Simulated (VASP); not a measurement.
# PtSe (P-6m2) in VASP: a series of runs

Aim: see how the results for PtSe move with the level of theory and the settings. Levels: PBE, LDA. Tasks: single point.

All numbers are computed with VASP 6.6.1; they aren't measurements. Logs are shortened: lines on timing, memory, paths and dates and some standing lists are left out, and cuts for length are marked.

**1. The cell of the first run**

Symmetry: P-6m2, No. 187, hexagonal system. Conventional cell: a = 3.739 Å, b = 3.739 Å, c = 3.613 Å, α = 90.00°, β = 90.00°, γ = 120.00°. Within 3.7 Å of Pt (site symmetry -6m2) lie 6 Se at 2.81 Å and 2 Pt at 3.61 Å. Within 3.7 Å of Se (site symmetry -6m2) lie 6 Pt at 2.81 Å and 2 Se at 3.61 Å.

**2. Single point, PBE**

Input file INCAR:

```
ALGO = Normal ; EDIFF = 1E-6
ENCUT = 520 ; GGA = PE
ISIF = 2 ; ISMEAR = -1
LASPH = T ; LCHARG = F
LREAL = F ; LWAVE = F
NBANDS = 15 ; NELM = 100
PREC = Accurate ; SIGMA = 0.05
```

Input file KPOINTS:

```
k-points
0
Gamma
  7 7 6
```

Input file POSCAR:

```
PtSe
1.0
    3.7388890333      0.0000000000      0.0000000000
   -1.8694445116      3.2379728875      0.0000000000
    0.0000000000      0.0000000000      3.6128420300
Pt Se
1 1
Direct
    0.0000000000      0.0000000000      0.0000000000
    0.6666666667      0.3333333333      0.5000000000
```

Potentials or basis: VASP PAW PBE potentials, release 64 (Pt, Se).

Command:

```sh
> cat potpaw_PBE.64/Pt/POTCAR potpaw_PBE.64/Se/POTCAR > POTCAR
> mpirun -np 1 vasp_std > vasp.out
```

OUTCAR:

```text
EDIFF = 1E-6
   ENCUT = 520
   GGA = PE
   ISIF = 2
   ISMEAR = -1
   LASPH = T
   LREAL = F
   NELM = 100
   PREC = Accurate

 ion  position               nearest neighbor table
   1  0.000  0.000  0.000-   2 2.81   2 2.81   2 2.81   2 2.81   2 2.81   2 2.81
   2  0.667  0.333  0.500-   1 2.81   1 2.81   1 2.81   1 2.81   1 2.81   1 2.81

  LATTYP: Found a hexagonal cell.
 ALAT       =     3.7388890333
 C/A-ratio  =     0.9662875784

  Lattice vectors:

 A1 = (   3.7388890333,   0.0000000000,   0.0000000000)
 A2 = (  -1.8694445116,   3.2379728875,   0.0000000000)
 A3 = (   0.0000000000,   0.0000000000,   3.6128420300)

Analysis of symmetry for initial positions (statically):
=====================================================================
 Subroutine PRICEL returns:
 Original cell was already a primitive cell.

 Routine SETGRP: Setting up the symmetry group for a
 hexagonal supercell.

 Subroutine GETGRP returns: Found 12 space group operations
 (whereof 12 operations were pure point group operations)
 out of a pool of 24 trial point group operations.

The static configuration has the point symmetry D_3h.

Analysis of symmetry for dynamics (positions and initial velocities):
=====================================================================
 Subroutine PRICEL returns:
 Original cell was already a primitive cell.

 Routine SETGRP: Setting up the symmetry group for a
 hexagonal supercell.

 Subroutine GETGRP returns: Found 12 space group operations
 (whereof 12 operations were pure point group operations)
 out of a pool of 24 trial point group operations.

The dynamic configuration has the point symmetry D_3h.

 Subroutine INISYM returns: Found 12 space group operations
 (whereof 12 operations are pure point group operations),
 and found     1 'primitive' translations

----------------------------------------------------------------------------------------

                                     Primitive cell

  volume of cell :      43.7386

  direct lattice vectors                    reciprocal lattice vectors
     3.738889033  0.000000000  0.000000000     0.267459128  0.154417599  0.000000000
    -1.869444512  3.237972887  0.000000000     0.000000000  0.308835199  0.000000000
     0.000000000  0.000000000  3.612842030     0.000000000  0.000000000  0.276790403

  length of vectors
     3.738889033  3.738889033  3.612842030     0.308835199  0.308835199  0.276790403

  position of ions in fractional coordinates (direct lattice)
     0.000000000  0.000000000  0.000000000
     0.666666667  0.333333333  0.500000000

  ion indices of the primitive-cell ions
   primitive index   ion index
                 1           1
                 2           2

----------------------------------------------------------------------------------------

 KPOINTS: k-points

Automatic generation of k-mesh.
 Grid dimensions read from file:
 generate k-points for:    7    7    6

 Generating k-lattice:

  Cartesian coordinates                     Fractional coordinates (reciprocal lattice)
     0.038208447  0.022059657  0.000000000     0.142857143  0.000000000  0.000000000
     0.000000000  0.044119314  0.000000000     0.000000000  0.142857143  0.000000000
     0.000000000  0.000000000  0.046131734     0.000000000  0.000000000  0.166666667

  Length of vectors
     0.044119314  0.044119314  0.046131734

  Shift w.r.t. Gamma in fractional coordinates (k-lattice)
     0.000000000  0.000000000  0.000000000

 Subroutine IBZKPT returns following result:
 ===========================================

 Found     32 irreducible k-points:

 Following reciprocal coordinates:
            Coordinates               Weight
  0.000000  0.000000  0.000000      1.000000
  0.142857  0.000000  0.000000      6.000000
  0.285714  0.000000  0.000000      6.000000
  0.428571  0.000000  0.000000      6.000000
  0.142857  0.142857  0.000000      6.000000
  0.285714  0.142857  0.000000     12.000000
[... 16 lines left out ...]
  0.428571  0.142857  0.333333     12.000000
  0.285714  0.285714  0.333333     12.000000
 [... further k-points ...]
   k-points           NKPTS =     32   k-points in BZ     NKDIM =     32   number of bands    NBANDS=     15
   number of dos      NEDOS =    301   number of ions     NIONS =      2
   total plane-waves  NPLWV =  21952
   dimension x,y,z NGX =    28 NGY =   28 NGZ =   28
   dimension x,y,z NGXF=    56 NGYF=   56 NGZF=   56
   ions per type =               1   1
   NGX,Y,Z   is equivalent  to a cutoff of  12.45, 12.45, 12.88 a.u.
   NGXF,Y,Z  is equivalent  to a cutoff of  24.90, 24.90, 25.77 a.u.
 SYSTEM =  unknown system
   PREC   = accura    normal or accurate (medium, high low for compatibility)
   ISTART =      0    job   : 0-new  1-cont  2-samecut
   ICHARG =      2    charge: 1-file 2-atom 10-const
   ISPIN  =      1    spin polarized calculation?
   LNONCOLLINEAR =      F non collinear calculations
   LSORBIT =      F    spin-orbit coupling
   LASPH  =      T    aspherical Exc in radial PAW
   ENCUT  =  520.0 eV  38.22 Ry    6.18 a.u.   6.95  6.95  6.72*2*pi/ulx,y,z
   NELM   =    100;   NELMIN=  2; NELMDL= -5     # of ELM steps
   EDIFF  = 0.1E-05   stopping-criterion for ELM
   LREAL  =      F    real-space projection
   EDIFFG = 0.1E-04   stopping-criterion for IOM
   NSW    =      0    number of steps for IOM
   IBRION =     -1    ionic relax: 0-MD 1-quasi-New 2-CG
   NFREE  =      0    steps in history (QN), initial steepest desc. (CG)
   ISIF   =      2    stress and relaxation
   ISYM   =      2    0-nonsym 1-usesym 2-fastsym
   POTIM  = 0.5000    time-step for ionic-motion
   TEBEG  =    0.0;   TEEND  =   0.0 temperature during run
   PSTRESS=    0.0 pullay stress
   NELECT =      16.0000    total number of electrons
   NUPDOWN=      -1.0000    fix difference up-down
   EMIN   =  10.00;   EMAX   =-10.00  energy-range for DOS
   EFERMI =   0.00;   METHOD = LEGACY
   ISMEAR =    -1;   SIGMA  =   0.05  broadening in eV -4-tet -1-fermi 0-gaus
   EFERMI_NEDOS =   21; number of points for ismear=-14 and -15
   IALGO  =     38    algorithm
   IMIX   =      4    mixing-type and parameters
     AMIX     =   0.40;   BMIX     =  1.00
     AMIX_MAG =   1.60;   BMIX_MAG =  1.00
  volume/ion in A,a.u.               =      21.87       147.58
  Fermi-wavevector in a.u.,A,eV,Ry     =   1.170828  2.212545 18.651398  1.370839
  Thomas-Fermi vector in A             =   2.307281
   LORBIT       =      0    0 simple, 1 ext, 2 COOP (PROOUT), +10 PAW based schemes
   GGA     = PE    functional components
   LHFCALC =     F    Hartree Fock is set to
   AEXX    =    0.0000 exact exchange contribution
   IVDW    =     0    specifies the selected vdW correction
   LEPSILON=     F    determine dielectric tensor
   LRPA    =     F    only Hartree local field effects (RPA)
 non-spin polarized calculation
  energy-cutoff  :      520.00
  volume of cell :       43.74
 maximum number of plane-waves:      1193
 NGX is ok and might be reduce to    28
   NGX = 13   NGY = 13   NGZ = 13

 number of electron      15.9999997 magnetization

 Free energy of the ion-electron system (eV)
  ---------------------------------------------------
  ext. energy  EPLUGINS =         0.00000000
  ---------------------------------------------------
  free energy    TOTEN  =        -8.93263807 eV

  energy without entropy =       -8.92266755  energy(sigma->0) =       -8.92765281

 E-fermi :   5.4354     XC(G=0): -10.6475

 val. band max:        5.3544860412   @ k =   0.4286   0.0000   0.1667
 cond. band min:       5.4530214872   @ k =   0.1429   0.0000   0.3333
 fundamental gap:      0.0985354459
 Fermi energy:         5.4354232145

 k-point     1 :       0.0000    0.0000    0.0000
  band No.  band energies     occupation
      1      -8.8564      2.00000
      2       1.9702      2.00000
      3       1.9702      2.00000
      4       2.2071      2.00000
      5       3.5339      2.00000
      6       3.5339      2.00000
      7       3.5765      2.00000
      8       5.3303      1.78233
      9       6.0616      0.00001
     10       6.0616      0.00001
     11      12.8932      0.00000
     12      13.1612      0.00000
     13      13.1612      0.00000
     14      18.0475      0.00000
     15      18.5329      0.00000

 k-point     2 :       0.1429    0.0000    0.0000
  band No.  band energies     occupation
      1      -8.7032      2.00000
      2       1.3519      2.00000
      3       2.0992      2.00000
      4       2.3741      2.00000
      5       2.6471      2.00000
      6       3.5034      2.00000
      7       4.5742      2.00000
      8       4.6675      2.00000
      9       5.7309      0.00541
     10       7.0712      0.00000
     11      12.2755      0.00000
     12      13.6527      0.00000
     13      13.8815      0.00000
     14      16.6803      0.00000
     15      19.1934      0.00000

 k-point     3 :       0.2857    0.0000    0.0000
  band No.  band energies     occupation
      1      -8.3212      2.00000
      2       0.1909      2.00000
      3       2.0245      2.00000
      4       2.4401      2.00000
      5       2.5517      2.00000
      6       3.4359      2.00000
      7       4.1016      2.00000
      8       5.0501      1.99910
      9       5.7919      0.00160
     10       7.8782      0.00000
     11      12.0347      0.00000
     12      13.9086      0.00000
     13      15.0544      0.00000
     14      15.6074      0.00000
     15      19.6477      0.00000
[... 343 lines left out ...]
 k-point    23 :       0.4286    0.1429    0.3333
  band No.  band energies     occupation
      1      -7.5897      2.00000
      2       0.0492      2.00000
      3       0.8261      2.00000
      4       1.3319      2.00000
      5       3.3314      2.00000
      6       3.9714      2.00000
      7       4.1686      2.00000
      8       4.8170      1.99999
      9       6.0546      0.00001
     10       7.1738      0.00000
     11      11.1273      0.00000
     12      12.2950      0.00000
     13      15.4540      0.00000
     14      16.8092      0.00000
     15      19.3459      0.00000

 k-point    24 :       0.2857    0.2857    0.3333
  band No.  band energies     occupation
      1      -7.5611      2.00000
      2       0.3712      2.00000
      3       0.5770      2.00000
      4       1.1374      2.00000
      5       3.2931      2.00000
      6       4.0538      2.00000
      7       4.1237      2.00000
      8       5.0463      1.99917
      9       5.8529      0.00047
     10       7.2842      0.00000
     11      10.2644      0.00000
     12      13.6997      0.00000
     13      15.1191      0.00000
     14      16.2974      0.00000
     15      19.4159      0.00000

 [... further k-points ...]
[... 5 lines left out ...]
  --------------------------------------------------------------------------------------
  -------------------------------------------------------------------------------------
  Total       -2.9569915     -2.9569915     -4.3887244     -0.0000000      0.0000000      0.0000000
  in kB     -108.3168199   -108.3168201   -160.7622706     -0.0000002      0.0000000      0.0000000
  external PRESSURE =    -125.7986369 kB  Pullay stress =       0.0000000 kB

 VOLUME and BASIS-vectors are now :
 -----------------------------------------------------------------------------
  energy-cutoff  :      520.00
  volume of cell :       43.74
      direct lattice vectors                 reciprocal lattice vectors
     3.738889033  0.000000000  0.000000000     0.267459128  0.154417599  0.000000000
    -1.869444512  3.237972887  0.000000000     0.000000000  0.308835199  0.000000000
     0.000000000  0.000000000  3.612842030     0.000000000  0.000000000  0.276790403

 POSITION                                       TOTAL-FORCE (eV/Angst)
 -----------------------------------------------------------------------------------
      0.00000      0.00000      0.00000         0.000000     -0.000000      0.000000
      1.86944      1.07932      1.80642        -0.000000      0.000000      0.000000
 -----------------------------------------------------------------------------------
    total drift:                               -0.000000      0.000000      0.000000

  FREE ENERGIE OF THE ION-ELECTRON SYSTEM (eV)
  ---------------------------------------------------
  free  energy   TOTEN  =        -8.9326380741 eV

  energy  without entropy=       -8.9226675461  energy(sigma->0) =       -8.92765281
```

Wall time 7.9 s (1 thread of Intel Xeon 6975P-C (Granite Rapids), shared host); peak memory 0.16 GiB.

What came out:

```
Free energy            : -8.9326 eV
Pressure               : -12.6 GPa
Band gap on the k mesh : zero (band 8 reaches 6.15 eV, above the bottom of band 9 at 5.35 eV)
```

Caveat: spin-orbit coupling is left out, which moves the levels of the heavy elements.

**3. Single point, PBE**

This run uses another cell than the first one, of 22.30 Å³/atom, 1.020 times its volume.

Input file INCAR:

```
SYSTEM = PtSe
ALGO = Normal
EDIFF = 1E-6
ENCUT = 520
GGA = PE
ISIF = 2
ISMEAR = -1
LASPH = .True.
LCHARG = .False.
LREAL = .False.
LWAVE = .False.
NBANDS = 15
NELM = 60
PREC = Accurate
SIGMA = 0.05
```

Input file KPOINTS:

```
k-points
0
Gamma
  7 7 6
  0 0 0
```

Input file POSCAR:

```
PtSe
1.0
    3.7759077366      0.0000000000      0.0000000000
   -1.8879538632      3.2700320250      0.0000000000
    0.0000000000      0.0000000000      3.6128420300
Pt Se
1 1
Direct
    0.0000000000      0.0000000000      0.0000000000
    0.6666666667      0.3333333333      0.5000000000
```

Potentials or basis: VASP PAW PBE potentials, release 64 (Pt, Se).

Command:

```sh
> cat potpaw_PBE.64/Pt/POTCAR potpaw_PBE.64/Se/POTCAR > POTCAR
> mpirun -np 1 vasp_std > vasp.out
```

Run time: 7.8 s. Hardware: 1 thread of Intel Xeon 6975P-C (Granite Rapids), shared host; peak memory 0.16 GiB.

It converged, with:

| Quantity | Value |
| --- | --- |
| Free energy | -8.8715 eV |
| Pressure | -13.5 GPa |
| Band gap on the k mesh | zero (band 8 reaches 5.88 eV, above the bottom of band 9 at 5.11 eV) |

Stress tensor (GPa, compression positive):
```
-11.76   0.00   0.00
  0.00 -11.76   0.00
  0.00   0.00 -16.95
```

Levels at points of the mesh, in eV from the Fermi level:
| k point | band 5 | band 6 | band 7 | band 8 | band 9 | band 10 | band 11 | band 12 |
| --- | --- | --- | --- | --- | --- | --- | --- | --- |
| (0.00, 0.00, 0.00) | -1.85 | -1.85 | -1.74 | -0.16 | 0.60 | 0.60 | 7.49 | 7.65 |
| (0.00, 0.00, 0.50) | -2.29 | -2.29 | -1.32 | 0.48 | 0.48 | 4.73 | 5.32 | 10.40 |

Caveat: spin-orbit coupling is left out, which moves the levels of the heavy elements.

[end of part 1 of 2]
